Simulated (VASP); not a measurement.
**Mg2C3: single point with PBE-based screened hybrid with 25 % exact exchange**

Crystal: Mg2C3.

```xyz
5
Lattice="2.4063 -2.3426 -0.0057 2.4063 2.3426 -0.0057 -1.2338 0.0000 4.8699" Properties=species:S:1:pos:R:3 pbc="T T T"
Mg    3.6514    0.0000    0.9554
Mg   -0.0725    0.0000    3.9031
C     1.1308    0.0000    1.2735
C     2.4481    0.0000    3.5850
C     1.7894    0.0000    2.4293
```

| Quantity | Value |
| --- | --- |
| Program | VASP 6.6.1 |
| Task | single point |
| Functional | PBE-based screened hybrid with 25 % exact exchange |
| Potentials or basis | VASP PAW PBE potentials, release 64 (Mg_sv, C) |
| Cutoff | 620 eV |
| k mesh | 4 × 4 × 4 |
| Occupations | gaussian, width 0.05 eV |
| Spin | no spin polarisation |
| Dipole correction | no |
| Grid for exact exchange (PRECFOCK) | Normal |
| Share of exact exchange | 0.25 |
| Further INCAR settings | ALGO = Normal; EDIFF = 1e-06; NBANDS = 24 |
| Screening parameter | 0.1 1/Å |

The pressure is -3.3 GPa, the largest force is 0.612 eV/Å and the band gap on the k mesh is 2.69 eV (least direct gap 3.43 eV).

Forces on the atoms (eV/Å):
```
Mg  -0.006  0.000  0.034
Mg   0.006  0.000 -0.034
C    0.306  0.000  0.530
C   -0.306  0.000 -0.530
C    0.000  0.000  0.000
```

Stress tensor (GPa, compression positive):
```
-2.64  0.00 -2.28
 0.00 -1.68  0.00
-2.28  0.00 -5.45
```

Levels at points of the mesh, in eV from the valence-band top:
```csv
k point,band 14,band 15,band 16,band 17,band 18,band 19
"(0.00, 0.00, 0.00)",-3.56,-1.61,-0.82,4.54,4.78,5.39
"(0.50, 0.00, 0.00)",-3.65,-3.53,-0.16,4.18,5.94,7.55
"(0.50, 0.50, 0.00)",-4.42,-2.71,-1.37,2.69,3.16,4.35
"(0.00, 0.00, 0.50)",-4.04,-0.96,0.00,4.36,4.69,5.24
"(0.50, 0.00, 0.50)",-3.63,-1.53,-0.24,3.19,5.15,7.10
"(0.50, 0.50, 0.50)",-4.60,-3.34,-2.19,3.09,4.63,6.99
```

Run time: 65 min on 1 thread of Intel(R) Xeon(R) Platinum 8259CL CPU @ 2.50GHz (Skylake/Cascade Lake), on a shared host, peak memory 0.32 GiB.

Caveat: the k points lie up to 0.48 Å⁻¹ apart; the PAW data sets were made with another functional, which shifts forces and pressure a little. A k mesh can miss the band edges.
